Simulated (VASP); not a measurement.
Write the native input for VASP 6.6.1 that does the following.

* Task: relaxation of cell and atoms
* Functional: PBEsol
* Potentials or basis: VASP PAW PBE potentials, release 64 (Pt)
* Cutoff: 600 eV
* k mesh: 12 × 12 × 12
* Occupations: fermi-dirac, width 0.05 eV
* Spin: no spin polarisation
* Target pressure: 5 GPa
* Dipole correction: no
* Further INCAR settings: ALGO = Normal; EDIFF = 1e-06; IBRION = 2; EDIFFG = -0.01; NSW = 60; ISIF = 3

The structure of Pt lies in POSCAR:

```
Pt
1.0
   -1.5842200000      1.5842200000      1.5842200000
    1.5842200000     -1.5842200000      1.5842200000
    1.5842200000      1.5842200000     -1.5842200000
Pt
1
Direct
    0.0000000000      0.0000000000      0.0000000000
```

These files were run (other wordings do the same):

INCAR

```
  PREC = Accurate
  ENCUT = 600
  EDIFF = 1E-6
  ISMEAR = -1
  SIGMA = 0.05
  LREAL = False
  LASPH = True
  NELM = 100
  ALGO = Normal
  ISIF = 3
  LWAVE = False
  LCHARG = False
  GGA = PS
  IBRION = 2
  NSW = 60
  EDIFFG = -0.01
  PSTRESS = 50.0
```

KPOINTS

```
regular mesh
0
Gamma
  12 12 12
```

Potentials or basis: VASP PAW PBE potentials, release 64 (Pt).

Launch:

```bash
$ cat potpaw_PBE.64/Pt/POTCAR > POTCAR
$ mpirun -np 1 vasp_std > vasp.out
```

It gave:

```
Relaxed volume                                         : 14.92 Å³/atom
Relaxed cell                                           : a = 2.686 Å, b = 2.686 Å, c = 2.686 Å, α = 109.47°, β = 109.47°, γ = 109.47°
Space group after relaxing (to 0.05 Å)                 : Im-3m (No. 229)
Energy change on relaxing (the enthalpy is what falls) : -23.3 meV/atom
Ionic steps                                            : 5
Pressure after relaxing                                : 5.0 GPa
Band gap on the k mesh                                 : zero (band 5 reaches 12.21 eV, above the bottom of band 6 at 9.82 eV)
```

Caveat: the cell is relaxed towards a set pressure, so the enthalpy falls and the energy may rise; the PAW data sets were made with another functional, which shifts forces and pressure a little; spin-orbit coupling is left out, which moves the levels of the heavy elements.

It took 48 s on 1 thread of Intel(R) Xeon(R) Platinum 8259CL CPU @ 2.50GHz (Skylake/Cascade Lake), on a shared host, peak memory 0.16 GiB.
